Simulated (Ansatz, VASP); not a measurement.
# AlGa3N4: VASP beside Ansatz

INCAR

```
SYSTEM = AlGa3N4
  PREC = Accurate
  ENCUT = 520
  EDIFF = 1E-7
  ISMEAR = 0
  SIGMA = 0.05
  LREAL = .FALSE.
  LASPH = .TRUE.
  NELM = 60
  ALGO = Normal
  ISIF = 2
  LWAVE = .FALSE.
  LCHARG = .FALSE.
  GGA = CA
  NBANDS = 41
```

The input KPOINTS:

```
Automatic mesh
0
G
  6 6 6
  0 0 0
```

The input POSCAR:

```
AlGa3N4
1.0
    4.5460246515      0.1399658028      0.1399658028
    0.1399658028      4.5460246515      0.1399658028
    0.1399658028      0.1399658028      4.5460246515
Al Ga N
1 3 4
Direct
    0.0000000000      0.0000000000      0.0000000000
    0.5000000000      0.5000000000      0.0000000000
    0.5000000000      0.0000000000      0.5000000000
    0.0000000000      0.5000000000      0.5000000000
    0.7548078379      0.7548078379      0.2451921621
    0.7548078379      0.2451921621      0.7548078379
    0.2451921621      0.7548078379      0.7548078379
    0.2451921621      0.2451921621      0.2451921621
```

Input for Ansatz:

```yaml
crystal:
  lattice:
    - [4.5460246515, 0.1399658028, 0.1399658028]
    - [0.1399658028, 4.5460246515, 0.1399658028]
    - [0.1399658028, 0.1399658028, 4.5460246515]
  atoms:
    - { symbol: Al, position: [0.0, 0.0, 0.0] }
    - { symbol: Ga, position: [0.5, 0.5, 0.0] }
    - { symbol: Ga, position: [0.5, 0.0, 0.5] }
    - { symbol: Ga, position: [0.0, 0.5, 0.5] }
    - { symbol: "N", position: [0.7548078379, 0.7548078379, 0.2451921621] }
    - { symbol: "N", position: [0.7548078379, 0.2451921621, 0.7548078379] }
    - { symbol: "N", position: [0.2451921621, 0.7548078379, 0.7548078379] }
    - { symbol: "N", position: [0.2451921621, 0.2451921621, 0.2451921621] }
basis:
  ecutwfc: 520.0
kpoints:
  mp_grid: { grid: [6, 6, 6] }
hamiltonian:
  xc: lda
  pseudopotentials: { kind: paw, azcp: { folder: soft_1 } }
scf:
  occupations: { method: gaussian, width: 0.05 }
output:
  forces: true
  stress: true
  eigenvalues: true
```

Alike in both runs: task single point; functional LDA; k mesh 6 × 6 × 6; occupations gaussian, width 0.05 eV; no spin polarisation.

|  | VASP | Ansatz |
| --- | --- | --- |
| version | VASP 6.6.1 | Ansatz 0.2.0 |
| potentials or method | VASP PAW LDA potentials, release 64 (Al, Ga_d, N), cutoff 520 eV | scalar-relativistic, plane waves, PAW |
| valence electrons in the cell | 62 | 62 |

|  | VASP | Ansatz | Ansatz less VASP |
| --- | --- | --- | --- |
| gap on the k mesh at the Fermi level (eV) | 1.68 | 1.67 | -0.004 |
| least direct gap on the mesh (eV) | 1.68 | 1.67 | -0.004 |
| pressure (GPa) | -10.7 | -11.4 | -0.79 |
| traceless stress, the component that is largest in VASP (GPa) | -9.51 | -9.35 | +0.161 |
| rms of the force components (eV/Å) | 0.164 | 0.146 | -0.0184 |

Ansatz warns that its potentials were made for another functional, while VASP's fit it. LDA's correlation is that of Perdew and Zunger in VASP and of Perdew and Wang (1992) in Ansatz. Atom by atom the forces differ by 0.021 eV/Å (rms over components).
